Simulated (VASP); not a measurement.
Write the native input for VASP 6.6.1 that does the following.

| Item | Value |
| --- | --- |
| Task | single point |
| Functional | PBE |
| Potentials or basis | VASP PAW PBE potentials, release 64 (Ti_sv) |
| Cutoff | 520 eV |
| k mesh | 11 × 11 × 6 |
| Occupations | fermi-dirac, width 0.1 eV |
| Spin | no spin polarisation |
| Dipole correction | no |
| Further INCAR settings | ALGO = Normal; EDIFF = 1e-06; NBANDS = 19 |

The structure of Ti lies in POSCAR:

```
Ti
1.0
    2.9101302477      0.0000000000      0.0000000000
   -1.4550651239      2.5202467217      0.0000000000
    0.0000000000      0.0000000000      4.6167490031
Ti
2
Direct
    0.3333333333      0.6666666667      0.2500000000
    0.6666666667      0.3333333333      0.7500000000
```

One way to write it, as run:

INCAR

```
PREC = Accurate ; ENCUT = 520
EDIFF = 1E-6 ; ISMEAR = -1
SIGMA = 0.1 ; LREAL = F
LASPH = T ; NELM = 100
ALGO = Normal ; ISIF = 2
LWAVE = F ; LCHARG = F
GGA = PE ; NBANDS = 19
```

KPOINTS

```
Automatic mesh
0
Gamma
  11 11 6
```

Potentials or basis: VASP PAW PBE potentials, release 64 (Ti_sv).

Launch:

```sh
$ cat potpaw_PBE.64/Ti_sv/POTCAR > POTCAR
$ mpirun -np 1 vasp_std > vasp.out
```

It gave:

```json
{
  "Pressure": "3.0 GPa",
  "Band gap on the k mesh": "zero (band 12 reaches 9.40 eV, above the bottom of band 13 at 8.39 eV)"
}
```

It took 14 s on 1 thread of Intel(R) Xeon(R) 6975P-C (Granite Rapids), with other jobs on the host, peak memory 0.17 GiB.
